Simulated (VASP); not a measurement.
# Al (P6/mmm) in VASP: further runs, part 2 of 2

VASP 6.6.1.

### Step 3. Single point, PBE

This run uses another cell than the first one, of 22.83 Å³/atom, 1.021 times its volume.

Contents of INCAR:

```
SYSTEM = Al
ALGO = Normal ; EDIFF = 1E-7
ENCUT = 520 ; GGA = PE
ISIF = 2 ; ISMEAR = -1
LASPH = .TRUE. ; LCHARG = .TRUE.
LELF = .TRUE. ; LREAL = .FALSE.
LVHAR = .TRUE. ; LWAVE = .FALSE.
NBANDS = 10 ; NELM = 80
PREC = Accurate ; SIGMA = 0.05
```

Contents of KPOINTS:

```
k-points
0
G
  7 7 10
  0 0 0
```

Contents of POSCAR:

```
Al
1.0
    4.4308952612      0.0000000000      0.0000000000
   -2.2154476306      3.8372681501      0.0000000000
    0.0000000000      0.0000000000      2.6858035974
Al
2
Direct
    0.3333300000      0.6666700000      0.0000000000
    0.6666700000      0.3333300000      0.0000000000
```

Potentials or basis: VASP PAW PBE potentials, release 64 (Al).

Command:

```
cat potpaw_PBE.64/Al/POTCAR > POTCAR
mpirun -np 1 vasp_std > vasp.out
```

OUTCAR:

```text
SYSTEM = Al
   EDIFF = 1E-7
   ENCUT = 520
   GGA = PE
   ISIF = 2
   ISMEAR = -1
   LASPH = .TRUE.
   LREAL = .FALSE.
   NELM = 80
   PREC = Accurate

 ion  position               nearest neighbor table
   1  0.333  0.667  0.000-   2 2.56   2 2.56   2 2.56
   2  0.667  0.333  0.000-   1 2.56   1 2.56   1 2.56

  LATTYP: Found a hexagonal cell.
 ALAT       =     4.4308952612
 C/A-ratio  =     0.6061537091

  Lattice vectors:

 A1 = (   4.4308952612,   0.0000000000,   0.0000000000)
 A2 = (  -2.2154476306,   3.8372681501,   0.0000000000)
 A3 = (   0.0000000000,   0.0000000000,   2.6858035974)

Analysis of symmetry for initial positions (statically):
=====================================================================
 Subroutine PRICEL returns:
 Original cell was already a primitive cell.

 Routine SETGRP: Setting up the symmetry group for a
 hexagonal supercell.

 Subroutine GETGRP returns: Found  8 space group operations
 (whereof  8 operations were pure point group operations)
 out of a pool of 24 trial point group operations.

The static configuration has the point symmetry D_2h.

Analysis of symmetry for dynamics (positions and initial velocities):
=====================================================================
 Subroutine PRICEL returns:
 Original cell was already a primitive cell.

 Routine SETGRP: Setting up the symmetry group for a
 hexagonal supercell.

 Subroutine GETGRP returns: Found  8 space group operations
 (whereof  8 operations were pure point group operations)
 out of a pool of 24 trial point group operations.

The dynamic configuration has the point symmetry D_2h.

 Subroutine INISYM returns: Found  8 space group operations
 (whereof  8 operations are pure point group operations),
 and found     1 'primitive' translations

----------------------------------------------------------------------------------------

                                     Primitive cell

  volume of cell :      45.6655

  direct lattice vectors                    reciprocal lattice vectors
     4.430895261  0.000000000  0.000000000     0.225688025  0.130301032  0.000000000
    -2.215447631  3.837268150  0.000000000     0.000000000  0.260602064  0.000000000
     0.000000000  0.000000000  2.685803597     0.000000000  0.000000000  0.372328044

  length of vectors
     4.430895261  4.430895514  2.685803597     0.260602079  0.260602064  0.372328044

  position of ions in fractional coordinates (direct lattice)
     0.333330000  0.666670000  0.000000000
     0.666670000  0.333330000  0.000000000

  ion indices of the primitive-cell ions
   primitive index   ion index
                 1           1
                 2           2

----------------------------------------------------------------------------------------

 KPOINTS: k-points

Automatic generation of k-mesh.
 Grid dimensions read from file:
 generate k-points for:    7    7   10

 Generating k-lattice:

  Cartesian coordinates                     Fractional coordinates (reciprocal lattice)
     0.032241146  0.018614433  0.000000000     0.142857143  0.000000000  0.000000000
     0.000000000  0.037228866  0.000000000     0.000000000  0.142857143  0.000000000
     0.000000000  0.000000000  0.037232804     0.000000000  0.000000000  0.100000000

  Length of vectors
     0.037228868  0.037228866  0.037232804

  Shift w.r.t. Gamma in fractional coordinates (k-lattice)
     0.000000000  0.000000000  0.000000000

 Subroutine IBZKPT returns following result:
 ===========================================

 Found     96 irreducible k-points:

 Following reciprocal coordinates:
            Coordinates               Weight
  0.000000  0.000000  0.000000      1.000000
  0.142857  0.000000  0.000000      4.000000
 -0.142857  0.142857  0.000000      2.000000
  0.285714 -0.000000  0.000000      4.000000
 -0.285714  0.285714  0.000000      2.000000
  0.428571  0.000000  0.000000      4.000000
[... 16 lines left out ...]
 -0.428571  0.428571  0.100000      4.000000
  0.142857  0.142857  0.100000      4.000000
 [... further k-points ...]
   k-points           NKPTS =     96   k-points in BZ     NKDIM =     96   number of bands    NBANDS=     10
   number of dos      NEDOS =    301   number of ions     NIONS =      2
   total plane-waves  NPLWV =  25920
   dimension x,y,z NGX =    36 NGY =   36 NGZ =   20
   dimension x,y,z NGXF=    72 NGYF=   72 NGZF=   40
   ions per type =               2
   NGX,Y,Z   is equivalent  to a cutoff of  13.51, 13.51, 12.38 a.u.
   NGXF,Y,Z  is equivalent  to a cutoff of  27.01, 27.01, 24.76 a.u.
 SYSTEM =  Al
   PREC   = accura    normal or accurate (medium, high low for compatibility)
   ISTART =      0    job   : 0-new  1-cont  2-samecut
   ICHARG =      2    charge: 1-file 2-atom 10-const
   ISPIN  =      1    spin polarized calculation?
   LNONCOLLINEAR =      F non collinear calculations
   LSORBIT =      F    spin-orbit coupling
   LASPH  =      T    aspherical Exc in radial PAW
   ENCUT  =  520.0 eV  38.22 Ry    6.18 a.u.   8.24  8.24  4.99*2*pi/ulx,y,z
   NELM   =     80;   NELMIN=  2; NELMDL= -5     # of ELM steps
   EDIFF  = 0.1E-06   stopping-criterion for ELM
   LREAL  =      F    real-space projection
   EDIFFG = 0.1E-05   stopping-criterion for IOM
   NSW    =      0    number of steps for IOM
   IBRION =     -1    ionic relax: 0-MD 1-quasi-New 2-CG
   NFREE  =      0    steps in history (QN), initial steepest desc. (CG)
   ISIF   =      2    stress and relaxation
   ISYM   =      2    0-nonsym 1-usesym 2-fastsym
   POTIM  = 0.5000    time-step for ionic-motion
   TEBEG  =    0.0;   TEEND  =   0.0 temperature during run
   PSTRESS=    0.0 pullay stress
   NELECT =       6.0000    total number of electrons
   NUPDOWN=      -1.0000    fix difference up-down
   EMIN   =  10.00;   EMAX   =-10.00  energy-range for DOS
   EFERMI =   0.00;   METHOD = LEGACY
   ISMEAR =    -1;   SIGMA  =   0.05  broadening in eV -4-tet -1-fermi 0-gaus
   EFERMI_NEDOS =   21; number of points for ismear=-14 and -15
   IALGO  =     38    algorithm
   IMIX   =      4    mixing-type and parameters
     AMIX     =   0.40;   BMIX     =  1.00
     AMIX_MAG =   1.60;   BMIX_MAG =  1.00
  volume/ion in A,a.u.               =      22.83       154.08
  Fermi-wavevector in a.u.,A,eV,Ry     =   0.832267  1.572756  9.424323  0.692668
  Thomas-Fermi vector in A             =   1.945294
   LORBIT       =      0    0 simple, 1 ext, 2 COOP (PROOUT), +10 PAW based schemes
   GGA     = PE    functional components
   LHFCALC =     F    Hartree Fock is set to
   AEXX    =    0.0000 exact exchange contribution
   IVDW    =     0    specifies the selected vdW correction
   LEPSILON=     F    determine dielectric tensor
   LRPA    =     F    only Hartree local field effects (RPA)
 non-spin polarized calculation
  energy-cutoff  :      520.00
  volume of cell :       45.67
 maximum number of plane-waves:      1246
 NGX is ok and might be reduce to    36
   NGX = 17   NGY = 17   NGZ =  9

 number of electron       6.0000000 magnetization

 Free energy of the ion-electron system (eV)
  ---------------------------------------------------
  ext. energy  EPLUGINS =         0.00000000
  ---------------------------------------------------
  free energy    TOTEN  =        -6.47644714 eV

  energy without entropy =       -6.47180255  energy(sigma->0) =       -6.47412485

 E-fermi :   4.5108     XC(G=0):  -8.7333

 val. band max:        4.5040086177   @ k =   0.4286   0.1429   0.4000
 cond. band min:       4.6485525944   @ k =   0.2857  -0.0000   0.5000
 fundamental gap:      0.1445439767
 Fermi energy:         4.5107749575

 k-point     1 :       0.0000    0.0000    0.0000
  band No.  band energies     occupation
      1      -4.6391      2.00000
      2       3.6134      2.00000
      3       3.6136      2.00000
      4       4.2555      1.98795
      5       6.7300      0.00000
      6       6.7303      0.00000
      7      10.0709      0.00000
      8      14.4195      0.00000
      9      14.8075      0.00000
     10      21.4280      0.00000

 k-point     2 :       0.1429    0.0000    0.0000
  band No.  band energies     occupation
      1      -4.4563      2.00000
      2       1.9550      2.00000
      3       3.2959      2.00000
      4       5.3585      0.00000
      5       6.8986      0.00000
      6       7.4246      0.00000
      7      11.1216      0.00000
      8      14.5689      0.00000
      9      14.8562      0.00000
     10      19.8604      0.00000
[... 274 lines left out ...]
 k-point    24 :       0.1429    0.1429    0.1000
  band No.  band energies     occupation
      1      -3.8942      2.00000
      2       0.8968      2.00000
      3       2.7556      2.00000
      4       6.4056      0.00000
      5       6.8817      0.00000
      6       9.3787      0.00000
      7      11.1604      0.00000
      8      13.6089      0.00000
      9      16.4693      0.00000
     10      16.7849      0.00000

 [... further k-points ...]
[... 5 lines left out ...]
  --------------------------------------------------------------------------------------
  -------------------------------------------------------------------------------------
  Total        1.2239399      1.2243847      0.8938941      0.0003851      0.0000000      0.0000000
  in kB       42.9420515     42.9576586     31.3623625      0.0135105      0.0000000      0.0000000
  external PRESSURE =      39.0873575 kB  Pullay stress =       0.0000000 kB

 VOLUME and BASIS-vectors are now :
 -----------------------------------------------------------------------------
  energy-cutoff  :      520.00
  volume of cell :       45.67
      direct lattice vectors                 reciprocal lattice vectors
     4.430895261  0.000000000  0.000000000     0.225688025  0.130301032  0.000000000
    -2.215447631  3.837268150  0.000000000     0.000000000  0.260602064  0.000000000
     0.000000000  0.000000000  2.685803597     0.000000000  0.000000000  0.372328044

 POSITION                                       TOTAL-FORCE (eV/Angst)
 -----------------------------------------------------------------------------------
     -0.00002      2.55819      0.00000         0.000333     -0.000192      0.000000
      2.21547      1.27908      0.00000        -0.000333      0.000192      0.000000
 -----------------------------------------------------------------------------------
    total drift:                               -0.000000      0.000000     -0.000000

  FREE ENERGIE OF THE ION-ELECTRON SYSTEM (eV)
  ---------------------------------------------------
  free  energy   TOTEN  =        -6.4764471410 eV

  energy  without entropy=       -6.4718025494  energy(sigma->0) =       -6.47412485
```

Run time: 12 s. Hardware: 1 thread of Intel Xeon 6975P-C (Granite Rapids), shared host; peak memory 0.17 GiB.

What came out:

| Property | Result |
| --- | --- |
| Free energy | -6.4764 eV |
| Pressure | 3.9 GPa |
| Band gap on the k mesh | zero (band 3 reaches 7.08 eV, above the bottom of band 4 at 3.45 eV) |

Stress tensor (GPa, compression positive):
```
4.29 0.00 0.00
0.00 4.30 0.00
0.00 0.00 3.14
```

Levels at points of the mesh, in eV from the Fermi level:
```tsv
k point	band 1	band 2	band 3	band 4	band 5	band 6
(0.00, 0.00, 0.00)	-9.15	-0.90	-0.90	-0.26	2.22	2.22
(0.00, 0.00, 0.50)	-4.50	-3.78	2.57	2.57	2.94	5.43
```

### Step 4. Single point, PBE

This run uses another cell than the first one, of 23.31 Å³/atom, 1.043 times its volume.

Contents of INCAR:

```
SYSTEM = Al
  ALGO = Fast
  EDIFF = 1E-7
  ENCUT = 520
  GGA = PE
  ISIF = 2
  ISMEAR = -1
  LASPH = .True.
  LCHARG = .True.
  LELF = .True.
  LREAL = .False.
  LVHAR = .True.
  LWAVE = .False.
  NBANDS = 10
  NELM = 80
  PREC = Accurate
  SIGMA = 0.05
```

Contents of KPOINTS:

```
k-points
0
Gamma
  7 7 10
  0 0 0
```

Contents of POSCAR:

```
Al
1.0
    4.4614541252      0.0000000000      0.0000000000
   -2.2307270626      3.8637329047      0.0000000000
    0.0000000000      0.0000000000      2.7043269662
Al
2
Direct
    0.3333300000      0.6666700000      0.0000000000
    0.6666700000      0.3333300000      0.0000000000
```

Potentials or basis: VASP PAW PBE potentials, release 64 (Al).

Command:

```
cat potpaw_PBE.64/Al/POTCAR > POTCAR
mpirun -np 1 vasp_std > vasp.out
```

OUTCAR:

```text
SYSTEM = Al
   EDIFF = 1E-7
   ENCUT = 520
   GGA = PE
   ISIF = 2
   ISMEAR = -1
   LASPH = .True.
   LREAL = .False.
   NELM = 80
   PREC = Accurate

 ion  position               nearest neighbor table
   1  0.333  0.667  0.000-   2 2.58   2 2.58   2 2.58
   2  0.667  0.333  0.000-   1 2.58   1 2.58   1 2.58

  LATTYP: Found a hexagonal cell.
 ALAT       =     4.4614541252
 C/A-ratio  =     0.6061537092

  Lattice vectors:

 A1 = (   4.4614541252,   0.0000000000,   0.0000000000)
 A2 = (  -2.2307270626,   3.8637329047,   0.0000000000)
[... 490 lines left out ...]
      6       9.1685      0.00000
      7      10.9267      0.00000
      8      13.3542      0.00000
      9      16.1239      0.00000
     10      16.4729      0.00000

 [... further k-points ...]
[... 5 lines left out ...]
  --------------------------------------------------------------------------------------
  -------------------------------------------------------------------------------------
  Total        0.9008501      0.9012714      0.5662707      0.0003647      0.0000000      0.0000000
  in kB       30.9613857     30.9758655     19.4622023      0.0125358      0.0000000      0.0000000
  external PRESSURE =      27.1331512 kB  Pullay stress =       0.0000000 kB

 VOLUME and BASIS-vectors are now :
 -----------------------------------------------------------------------------
  energy-cutoff  :      520.00
  volume of cell :       46.62
      direct lattice vectors                 reciprocal lattice vectors
     4.461454125  0.000000000  0.000000000     0.224142168  0.129408531  0.000000000
    -2.230727063  3.863732905  0.000000000     0.000000000  0.258817062  0.000000000
     0.000000000  0.000000000  2.704326966     0.000000000  0.000000000  0.369777772

 POSITION                                       TOTAL-FORCE (eV/Angst)
 -----------------------------------------------------------------------------------
     -0.00002      2.57583      0.00000         0.000316     -0.000182      0.000000
      2.23075      1.28790      0.00000        -0.000316      0.000182      0.000000
 -----------------------------------------------------------------------------------
    total drift:                               -0.000000      0.000000     -0.000000

  FREE ENERGIE OF THE ION-ELECTRON SYSTEM (eV)
  ---------------------------------------------------
  free  energy   TOTEN  =        -6.4960753041 eV

  energy  without entropy=       -6.4913439377  energy(sigma->0) =       -6.49370962
```

OSZICAR:

```text
N       E                     dE             d eps       ncg     rms          rms(c)
DAV:   1     0.183552987159E+01    0.18355E+01   -0.22630E+03  1920   0.459E+02
DAV:   2    -0.632300666851E+01   -0.81585E+01   -0.78180E+01  2590   0.533E+01
DAV:   3    -0.652428432663E+01   -0.20128E+00   -0.20020E+00  2464   0.716E+00
DAV:   4    -0.652640325274E+01   -0.21189E-02   -0.21187E-02  2400   0.822E-01
DAV:   5    -0.652644315038E+01   -0.39898E-04   -0.39897E-04  2476   0.107E-01    0.181E+00
RMM:   6    -0.650732207459E+01    0.19121E-01   -0.36724E-03  1949   0.291E-01    0.112E+00
RMM:   7    -0.649535100605E+01    0.11971E-01   -0.11152E-02  2045   0.552E-01    0.962E-02
RMM:   8    -0.649595097721E+01   -0.59997E-03   -0.90372E-04  2129   0.178E-01    0.478E-02
RMM:   9    -0.649607061047E+01   -0.11963E-03   -0.22282E-04  2158   0.822E-02    0.180E-02
RMM:  10    -0.649607446943E+01   -0.38590E-05   -0.27929E-05  2229   0.329E-02    0.169E-02
RMM:  11    -0.649607483212E+01   -0.36269E-06   -0.59170E-06  2402   0.151E-02    0.327E-02
RMM:  12    -0.649607530127E+01   -0.46915E-06   -0.17614E-06  2187   0.855E-03    0.220E-02
RMM:  13    -0.649607530405E+01   -0.27830E-08   -0.43998E-07  2163   0.394E-03
   1 F= -.64960753E+01 E0= -.64937096E+01  d E =-.473137E-02
```

stdout:

```text
POSCAR found type information on POSCAR Al
 POSCAR found :  1 types and       2 ions
 scaLAPACK will be used
 LDA part: xc-table for (Slater+PW92), standard interpolation
 POSCAR, INCAR and KPOINTS ok, starting setup
 FFT: planning ... GRIDC
 FFT: planning ... GRID_SOFT
 FFT: planning ... GRID
 WAVECAR not read
 entering main loop
```

It took 16 s on 1 thread of Intel Xeon 6975P-C (Granite Rapids), shared host; peak memory 0.17 GiB.

Results:

| Quantity | Value |
| --- | --- |
| Free energy | -6.4961 eV |
| Pressure | 2.7 GPa |
| Band gap on the k mesh | zero (band 3 reaches 6.87 eV, above the bottom of band 4 at 3.32 eV) |

### Step 5. The runs side by side

```csv
cell,gap on the mesh (eV),pressure (GPa)
"a = 4.400, b = 4.400, c = 2.667 Å, angles 90.0, 90.0, 120.0°, 2 atoms",none,5.2
"a = 4.431, b = 4.431, c = 2.686 Å, angles 90.0, 90.0, 120.0°, 2 atoms",none,3.9
"a = 4.461, b = 4.461, c = 2.704 Å, angles 90.0, 90.0, 120.0°, 2 atoms",none,2.7
```

Alike in all rows: task single point; level PBE; potentials or basis VASP PAW PBE potentials, release 64 (Al); no spin polarisation; k mesh 7 × 7 × 10; cutoff (eV) 520; smearing fermi-dirac 0.05 eV.

Absolute energies hang on the potentials; compare differences alone.
